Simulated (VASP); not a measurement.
The system is YGe3Sb.

```xyz
5
Lattice="5.2038 0.0000 0.0000 0.0000 5.2038 0.0000 0.0000 0.0000 5.2038" Properties=species:S:1:pos:R:3 pbc="T T T"
Y     0.0000    0.0000    0.0000
Ge    0.0000    2.6019    2.6019
Ge    2.6019    0.0000    2.6019
Ge    2.6019    2.6019    0.0000
Sb    2.6019    2.6019    2.6019
```

| Property | Result |
| --- | --- |
| Program | VASP 6.6.1 |
| Task | relaxation of cell and atoms |
| Functional | PBE |
| Potentials or basis | VASP PAW PBE potentials, release 64 (Y_sv, Ge_d, Sb) |
| Cutoff | 600 eV |
| k mesh | 8 × 8 × 8 |
| Occupations | gaussian, width 0.1 eV |
| Spin | no spin polarisation |

At the start: pressure 1.4 GPa; volume 28.18 Å³/atom.

Question: Where does the relaxation end?

Answer: Over 3 steps the energy falls by 3.5 meV/atom and the volume is 29.01 Å³/atom (+2.9 %); space group Pm-3m (No. 221, to 0.05 Å).

Step by step:
```tsv
step	energy change (eV)	largest force (eV/Å)	pressure (GPa)	volume (Å³)
1	0.0000	0.0000	1.42	140.91
2	-0.0165	0.0000	-0.30	146.06
3	-0.0175	0.0000	-0.02	145.04
```

Final structure:
```yaml
crystal:
  lattice:
    - [5.25404, 0.00000, 0.00000]
    - [0.00000, 5.25404, 0.00000]
    - [0.00000, 0.00000, 5.25404]
  atoms:
    - { symbol: Y, position: [0.00000, 0.00000, 0.00000] }
    - { symbol: Ge, position: [0.00000, 0.50000, 0.50000] }
    - { symbol: Ge, position: [0.50000, 0.00000, 0.50000] }
    - { symbol: Ge, position: [0.50000, 0.50000, 0.00000] }
    - { symbol: Sb, position: [0.50000, 0.50000, 0.50000] }
```
